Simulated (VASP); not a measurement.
Input of a VASP 6.6.1 run:

The input INCAR:

```
SYSTEM = ZnS
ALGO = Normal
EDIFF = 1E-6
ENCUT = 520
GGA = PS
ISIF = 2
ISMEAR = 0
LASPH = .TRUE.
LCHARG = .FALSE.
LREAL = .FALSE.
LWAVE = .FALSE.
NBANDS = 16
NELM = 80
PREC = Accurate
SIGMA = 0.1
```

File KPOINTS:

```
k-points
0
G
  6 6 6
  0 0 0
```

POSCAR

```
ZnS
1.0
    0.0000000000      2.6936828800      2.6936828800
    2.6936828800      0.0000000000      2.6936828800
    2.6936828800      2.6936828800      0.0000000000
Zn S
1 1
Direct
    0.0000000000      0.0000000000      0.0000000000
    0.7500000000      0.7500000000      0.7500000000
```

Potentials or basis: VASP PAW PBE potentials, release 64 (Zn, S).

Run with:

```bash
$ cat potpaw_PBE.64/Zn/POTCAR potpaw_PBE.64/S/POTCAR > POTCAR
$ mpirun -np 1 vasp_std > vasp.out
```

Question: Predict the band gap on the k mesh.

Answer: 2.02 eV, direct.

Question: What does it give for the pressure?

Answer: -1.1 GPa.

Caveat: the PAW data sets were made with another functional, which shifts forces and pressure a little.
